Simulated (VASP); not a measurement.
# ScIn4 (P-43m) in VASP: further runs

ScIn4 is run at these levels: PBE; tasks: single point.

Program: VASP 6.6.1. These are calculated values, not measurements. Logs are shortened: lines on timing, memory, paths and dates and some standing lists are left out, and cuts for length are marked.

## (1) The cell of the first run

The structure is cubic, space group P-43m (No. 215). The conventional cell has a = 5.118 Å, b = 5.118 Å, c = 5.118 Å, α = 90.00°, β = 90.00°, γ = 90.00°. Within 3.0 Å of Sc (site symmetry -43m) lie 4 In at 2.26 Å. In (site symmetry 3m) has 1 Sc at 2.26 Å within 3.0 Å.

The cell was built from a structure type or drawn by symmetry, and may not be a known phase.

## (2) Single point, PBE

Input file INCAR:

```
ALGO = Normal ; EDIFF = 1E-6
ENCUT = 520 ; GGA = PE
ISIF = 2 ; ISMEAR = 0
LASPH = True ; LCHARG = True
LELF = True ; LREAL = False
LVHAR = True ; LWAVE = False
NBANDS = 40 ; NELM = 80
PREC = Accurate ; SIGMA = 0.1
```

Input file KPOINTS:

```
k-points
0
Gamma
  4 4 4
```

Input file POSCAR:

```
ScIn4
1.0
    5.1179406000      0.0000000000      0.0000000000
    0.0000000000      5.1179406000      0.0000000000
    0.0000000000      0.0000000000      5.1179406000
Sc In
1 4
Direct
    0.5000000000      0.5000000000      0.5000000000
    0.7545236100      0.7545236100      0.7545236100
    0.2454763900      0.2454763900      0.7545236100
    0.2454763900      0.7545236100      0.2454763900
    0.7545236100      0.2454763900      0.2454763900
```

Potentials or basis: VASP PAW PBE potentials, release 64 (Sc_sv, In_d).

Run with:

```
$ cat potpaw_PBE.64/Sc_sv/POTCAR potpaw_PBE.64/In_d/POTCAR > POTCAR
$ mpirun -np 1 vasp_std > vasp.out
```

OUTCAR:

```text
EDIFF = 1E-6
   ENCUT = 520
   GGA = PE
   ISIF = 2
   ISMEAR = 0
   LASPH = True
   LREAL = False
   NELM = 80
   PREC = Accurate

 ion  position               nearest neighbor table
   1  0.500  0.500  0.500-   2 2.26   3 2.26   4 2.26   5 2.26
   2  0.755  0.755  0.755-   1 2.26   3 3.55   4 3.55   5 3.55   4 3.62   5 3.62   3 3.62   5 3.62
                             3 3.62   4 3.62   5 3.68   4 3.68   3 3.68
   3  0.245  0.245  0.755-   1 2.26   2 3.55   4 3.55   5 3.55   2 3.62   5 3.62   2 3.62   4 3.62
                             4 3.62   5 3.62   2 3.68   5 3.68   4 3.68
   4  0.245  0.755  0.245-   1 2.26   2 3.55   3 3.55   5 3.55   2 3.62   5 3.62   2 3.62   3 3.62
                             3 3.62   5 3.62   3 3.68   2 3.68   5 3.68
   5  0.755  0.245  0.245-   1 2.26   2 3.55   3 3.55   4 3.55   2 3.62   4 3.62   2 3.62   3 3.62
                             3 3.62   4 3.62   3 3.68   2 3.68   4 3.68

  LATTYP: Found a simple cubic cell.
 ALAT       =     5.1179406000

  Lattice vectors:

 A1 = (   5.1179406000,   0.0000000000,   0.0000000000)
 A2 = (   0.0000000000,   5.1179406000,   0.0000000000)
 A3 = (   0.0000000000,   0.0000000000,   5.1179406000)

Analysis of symmetry for initial positions (statically):
=====================================================================
 Subroutine PRICEL returns:
 Original cell was already a primitive cell.

 Routine SETGRP: Setting up the symmetry group for a
 simple cubic supercell.

 Subroutine GETGRP returns: Found 24 space group operations
 (whereof 24 operations were pure point group operations)
 out of a pool of 48 trial point group operations.

The static configuration has the point symmetry T_d .

Analysis of symmetry for dynamics (positions and initial velocities):
=====================================================================
 Subroutine PRICEL returns:
 Original cell was already a primitive cell.

 Routine SETGRP: Setting up the symmetry group for a
 simple cubic supercell.

 Subroutine GETGRP returns: Found 24 space group operations
 (whereof 24 operations were pure point group operations)
 out of a pool of 48 trial point group operations.

The dynamic configuration has the point symmetry T_d .

 Subroutine INISYM returns: Found 24 space group operations
 (whereof 24 operations are pure point group operations),
 and found     1 'primitive' translations

----------------------------------------------------------------------------------------

                                     Primitive cell

  volume of cell :     134.0558

  direct lattice vectors                    reciprocal lattice vectors
     5.117940600  0.000000000  0.000000000     0.195391091  0.000000000  0.000000000
     0.000000000  5.117940600  0.000000000     0.000000000  0.195391091  0.000000000
     0.000000000  0.000000000  5.117940600     0.000000000  0.000000000  0.195391091

  length of vectors
     5.117940600  5.117940600  5.117940600     0.195391091  0.195391091  0.195391091

  position of ions in fractional coordinates (direct lattice)
     0.500000000  0.500000000  0.500000000
     0.754523610  0.754523610  0.754523610
     0.245476390  0.245476390  0.754523610
     0.245476390  0.754523610  0.245476390
     0.754523610  0.245476390  0.245476390

  ion indices of the primitive-cell ions
   primitive index   ion index
                 1           1
                 2           2
                 3           3
                 4           4
                 5           5

----------------------------------------------------------------------------------------

 KPOINTS: k-points

Automatic generation of k-mesh.
 Grid dimensions read from file:
 generate k-points for:    4    4    4

 Generating k-lattice:

  Cartesian coordinates                     Fractional coordinates (reciprocal lattice)
     0.048847773  0.000000000  0.000000000     0.250000000  0.000000000  0.000000000
     0.000000000  0.048847773  0.000000000     0.000000000  0.250000000  0.000000000
     0.000000000  0.000000000  0.048847773     0.000000000  0.000000000  0.250000000

  Length of vectors
     0.048847773  0.048847773  0.048847773

  Shift w.r.t. Gamma in fractional coordinates (k-lattice)
     0.000000000  0.000000000  0.000000000

 Subroutine IBZKPT returns following result:
 ===========================================

 Found     10 irreducible k-points:

 Following reciprocal coordinates:
            Coordinates               Weight
  0.000000  0.000000  0.000000      1.000000
  0.250000  0.000000  0.000000      6.000000
  0.500000  0.000000  0.000000      3.000000
  0.250000  0.250000  0.000000     12.000000
  0.500000  0.250000  0.000000     12.000000
  0.500000  0.500000  0.000000      3.000000
  0.250000  0.250000  0.250000      8.000000
  0.500000  0.250000  0.250000     12.000000
  0.500000  0.500000  0.250000      6.000000
  0.500000  0.500000  0.500000      1.000000
   k-points           NKPTS =     10   k-points in BZ     NKDIM =     10   number of bands    NBANDS=     40
   number of dos      NEDOS =    301   number of ions     NIONS =      5
   total plane-waves  NPLWV =  64000
   dimension x,y,z NGX =    40 NGY =   40 NGZ =   40
   dimension x,y,z NGXF=    80 NGYF=   80 NGZF=   80
   ions per type =               1   4
   NGX,Y,Z   is equivalent  to a cutoff of  12.99, 12.99, 12.99 a.u.
   NGXF,Y,Z  is equivalent  to a cutoff of  25.99, 25.99, 25.99 a.u.
 SYSTEM =  unknown system
   PREC   = accura    normal or accurate (medium, high low for compatibility)
   ISTART =      0    job   : 0-new  1-cont  2-samecut
   ICHARG =      2    charge: 1-file 2-atom 10-const
   ISPIN  =      1    spin polarized calculation?
   LNONCOLLINEAR =      F non collinear calculations
   LSORBIT =      F    spin-orbit coupling
   LASPH  =      T    aspherical Exc in radial PAW
   ENCUT  =  520.0 eV  38.22 Ry    6.18 a.u.   9.52  9.52  9.52*2*pi/ulx,y,z
   NELM   =     80;   NELMIN=  2; NELMDL= -5     # of ELM steps
   EDIFF  = 0.1E-05   stopping-criterion for ELM
   LREAL  =      F    real-space projection
[... 7 lines left out ...]
   TEBEG  =    0.0;   TEEND  =   0.0 temperature during run
   PSTRESS=    0.0 pullay stress
   NELECT =      63.0000    total number of electrons
   NUPDOWN=      -1.0000    fix difference up-down
   EMIN   =  10.00;   EMAX   =-10.00  energy-range for DOS
   EFERMI =   0.00;   METHOD = LEGACY
   ISMEAR =     0;   SIGMA  =   0.10  broadening in eV -4-tet -1-fermi 0-gaus
   EFERMI_NEDOS =   21; number of points for ismear=-14 and -15
   IALGO  =     38    algorithm
   IMIX   =      4    mixing-type and parameters
     AMIX     =   0.40;   BMIX     =  1.00
     AMIX_MAG =   1.60;   BMIX_MAG =  1.00
  volume/ion in A,a.u.               =      26.81       180.93
  Fermi-wavevector in a.u.,A,eV,Ry     =   1.272799  2.405241 22.041668  1.620017
  Thomas-Fermi vector in A             =   2.405657
   LORBIT       =      0    0 simple, 1 ext, 2 COOP (PROOUT), +10 PAW based schemes
   GGA     = PE    functional components
   LHFCALC =     F    Hartree Fock is set to
   AEXX    =    0.0000 exact exchange contribution
   IVDW    =     0    specifies the selected vdW correction
   LEPSILON=     F    determine dielectric tensor
   LRPA    =     F    only Hartree local field effects (RPA)
 non-spin polarized calculation
 Gauss-broadening in eV      SIGMA  =   0.10
  energy-cutoff  :      520.00
  volume of cell :      134.06
 maximum number of plane-waves:      3695
 NGX is ok and might be reduce to    40
   NGX = 19   NGY = 19   NGZ = 19

 number of electron      63.0000019 magnetization

 Free energy of the ion-electron system (eV)
  ---------------------------------------------------
  ext. energy  EPLUGINS =         0.00000000
  ---------------------------------------------------
  free energy    TOTEN  =        -8.70681307 eV

  energy without entropy =       -8.69726418  energy(sigma->0) =       -8.70203863

 E-fermi :   6.0700     XC(G=0):  -9.8368

 val. band max:        6.0095152783   @ k =   0.5000   0.5000   0.0000
 cond. band min:       6.0921400508   @ k =   0.5000   0.0000   0.0000
 fundamental gap:      0.0826247725
 Fermi energy:         6.0700346609

 k-point     1 :       0.0000    0.0000    0.0000
  band No.  band energies     occupation
      1     -42.6729      2.00000
      2     -21.6918      2.00000
      3     -21.6918      2.00000
      4     -21.6918      2.00000
      5      -8.7988      2.00000
      6      -8.7127      2.00000
[... 32 lines left out ...]
     39       9.3827      0.00000
     40       9.6608      0.00000

 k-point     2 :       0.2500    0.0000    0.0000
  band No.  band energies     occupation
      1     -42.6729      2.00000
      2     -21.6926      2.00000
      3     -21.6917      2.00000
      4     -21.6917      2.00000
      5      -8.7862      2.00000
      6      -8.7099      2.00000
[... 32 lines left out ...]
     39       9.7413      0.00000
     40      10.1567      0.00000

 k-point     3 :       0.5000    0.0000    0.0000
  band No.  band energies     occupation
      1     -42.6728      2.00000
      2     -21.6935      2.00000
      3     -21.6915      2.00000
      4     -21.6915      2.00000
      5      -8.7607      2.00000
      6      -8.7209      2.00000
[... 32 lines left out ...]
     39      10.4134      0.00000
     40      11.2314      0.00000

 k-point     4 :       0.2500    0.2500    0.0000
  band No.  band energies     occupation
      1     -42.6728      2.00000
      2     -21.6925      2.00000
      3     -21.6924      2.00000
      4     -21.6916      2.00000
      5      -8.7705      2.00000
      6      -8.7054      2.00000
[... 32 lines left out ...]
     39       9.3375      0.00000
     40      10.0258      0.00000

 k-point     5 :       0.5000    0.2500    0.0000
  band No.  band energies     occupation
      1     -42.6728      2.00000
      2     -21.6933      2.00000
      3     -21.6923      2.00000
      4     -21.6916      2.00000
      5      -8.7367      2.00000
      6      -8.7187      2.00000
[... 32 lines left out ...]
     39      10.2236      0.00000
     40      10.5587      0.00000

 k-point     6 :       0.5000    0.5000    0.0000
  band No.  band energies     occupation
      1     -42.6728      2.00000
      2     -21.6931      2.00000
      3     -21.6931      2.00000
      4     -21.6916      2.00000
      5      -8.7302      2.00000
      6      -8.6976      2.00000
[... 32 lines left out ...]
     39       9.9439      0.00000
     40       9.9439      0.00000

 k-point     7 :       0.2500    0.2500    0.2500
  band No.  band energies     occupation
      1     -42.6728      2.00000
      2     -21.6925      2.00000
      3     -21.6924      2.00000
      4     -21.6924      2.00000
      5      -8.7586      2.00000
      6      -8.6942      2.00000
[... 32 lines left out ...]
     39       9.6599      0.00000
     40      10.5784      0.00000

 k-point     8 :       0.5000    0.2500    0.2500
  band No.  band energies     occupation
      1     -42.6728      2.00000
      2     -21.6932      2.00000
      3     -21.6924      2.00000
      4     -21.6923      2.00000
      5      -8.7332      2.00000
      6      -8.7092      2.00000
[... 32 lines left out ...]
     39      10.5569      0.00000
     40      10.8781      0.00000

 k-point     9 :       0.5000    0.5000    0.2500
  band No.  band energies     occupation
      1     -42.6728      2.00000
      2     -21.6931      2.00000
      3     -21.6931      2.00000
      4     -21.6923      2.00000
      5      -8.7281      2.00000
      6      -8.6949      2.00000
[... 32 lines left out ...]
     39      11.1000      0.00000
     40      11.3258      0.00000

 k-point    10 :       0.5000    0.5000    0.5000
  band No.  band energies     occupation
      1     -42.6728      2.00000
      2     -21.6930      2.00000
      3     -21.6930      2.00000
      4     -21.6930      2.00000
      5      -8.7239      2.00000
      6      -8.6901      2.00000
[... 32 lines left out ...]
     39      12.6810      0.00000
     40      12.6810      0.00000

------------------------ aborting loop because EDIFF is reached ----------------------------------------

  FORCE on cell =-STRESS in cart. coord.  units (eV):
  Direction    XX          YY          ZZ          XY          YZ          ZX
  --------------------------------------------------------------------------------------
  -------------------------------------------------------------------------------------
  Total       17.7320449     17.7320449     17.7320449     -0.0000000      0.0000000     -0.0000000
  in kB      211.9257268    211.9257268    211.9257268     -0.0000000      0.0000000     -0.0000000
  external PRESSURE =     211.9257268 kB  Pullay stress =       0.0000000 kB

 VOLUME and BASIS-vectors are now :
 -----------------------------------------------------------------------------
  energy-cutoff  :      520.00
  volume of cell :      134.06
      direct lattice vectors                 reciprocal lattice vectors
     5.117940600  0.000000000  0.000000000     0.195391091  0.000000000  0.000000000
     0.000000000  5.117940600  0.000000000     0.000000000  0.195391091  0.000000000
     0.000000000  0.000000000  5.117940600     0.000000000  0.000000000  0.195391091

 POSITION                                       TOTAL-FORCE (eV/Angst)
 -----------------------------------------------------------------------------------
      2.55897      2.55897      2.55897         0.000000     -0.000000     -0.000000
      3.86161      3.86161      3.86161         4.396077      4.396077      4.396077
      1.25633      1.25633      3.86161        -4.396077     -4.396077      4.396077
      1.25633      3.86161      1.25633        -4.396077      4.396077     -4.396077
      3.86161      1.25633      1.25633         4.396077     -4.396077     -4.396077
 -----------------------------------------------------------------------------------
    total drift:                                0.000000      0.000000      0.000000

  FREE ENERGIE OF THE ION-ELECTRON SYSTEM (eV)
  ---------------------------------------------------
  free  energy   TOTEN  =        -8.7068130715 eV

  energy  without entropy=       -8.6972641817  energy(sigma->0) =       -8.70203863
```

It took 31 s on 1 thread of Intel Xeon 6975P-C (Granite Rapids), shared host; peak memory 0.25 GiB.

Results:

| Quantity | Value |
| --- | --- |
| Free energy | -8.7068 eV |
| Pressure | 21.2 GPa |
| Largest force | 7.614 eV/Å |
| Band gap on the k mesh | zero (an odd number of electrons rules out a gap without spin polarisation) |

Forces in eV/Å, atoms in the order of the input:
```
Sc   0.000  0.000  0.000
In   4.396  4.396  4.396
In  -4.396 -4.396  4.396
In  -4.396  4.396 -4.396
In   4.396 -4.396 -4.396
```

Caveat: the cell stands under pressure; spin-orbit coupling is left out, which moves the levels of the heavy elements; forces of over 1 eV/Å act on the atoms, so gaps and moduli don't describe the material at rest.

## (3) Single point, PBE

This run uses another cell than the first one, of 31.53 Å³/atom.

Input file INCAR:

```
SYSTEM = ScIn4
PREC     = Accurate       ! precision mode
ENCUT    = 520            ! plane-wave cutoff, eV
EDIFF    = 1E-6           ! SCF threshold, eV
ISMEAR   = 0              ! smearing method
SIGMA    = 0.1            ! smearing width, eV
LREAL    = .FALSE.        ! projectors in reciprocal space
LASPH    = .TRUE.         ! aspherical terms in the spheres
NELM     = 60             ! most SCF steps
ALGO     = Fast           ! electronic algorithm
ISIF     = 2              ! what is computed and relaxed
LWAVE    = .FALSE.        ! write WAVECAR
LCHARG   = .TRUE.         ! write CHGCAR
GGA      = PE             ! functional
LELF     = .TRUE.         ! ELF
LVHAR    = .TRUE.       
NBANDS   = 40             ! bands
```

Input file KPOINTS:

```
Automatic mesh
0
G
  4 4 4
  0 0 0
```

Input file POSCAR:

```
ScIn4
1.0
    5.4021786878      0.0000000000      0.0000000000
    0.0000000000      5.4021786878      0.0000000000
    0.0000000000      0.0000000000      5.4021786878
Sc In
1 4
Direct
    0.5000000000      0.5000000000      0.5000000000
    0.8003140833      0.8003140833      0.8003140833
    0.1996859167      0.1996859167      0.8003140833
    0.1996859167      0.8003140833      0.1996859167
    0.8003140833      0.1996859167      0.1996859167
```

Potentials or basis: VASP PAW PBE potentials, release 64 (Sc_sv, In_d).

Run with:

```
$ cat potpaw_PBE.64/Sc_sv/POTCAR potpaw_PBE.64/In_d/POTCAR > POTCAR
$ mpirun -np 1 vasp_std > vasp.out
```

Wall time 38 s (1 thread of Intel Xeon 6975P-C (Granite Rapids), shared host); peak memory 0.25 GiB.

Results (log left out):

```
Free energy            : -15.3241 eV
Pressure               : 0.3 GPa
Largest force          : 0.049 eV/Å
Band gap on the k mesh : zero (an odd number of electrons rules out a gap without spin polarisation)
```

Forces on the atoms (eV/Å):
```
Sc   0.000  0.000  0.000
In   0.028  0.028  0.028
In  -0.028 -0.028  0.028
In  -0.028  0.028 -0.028
In   0.028 -0.028 -0.028
```

Levels at points of the mesh, in eV from the Fermi level:
```
           k point  band 29  band 30  band 31  band 32  band 33  band 34
(0.00, 0.00, 0.00)    -2.32    -1.42    -1.42     0.96     0.96     0.96
(0.50, 0.00, 0.00)    -1.21    -0.16    -0.05     0.24     0.74     0.74
(0.50, 0.50, 0.00)    -0.82    -0.68    -0.42    -0.42     1.18     1.41
(0.50, 0.50, 0.50)    -1.92    -1.92    -1.92    -1.82     1.42     1.42
```

Caveat: spin-orbit coupling is left out, which moves the levels of the heavy elements.
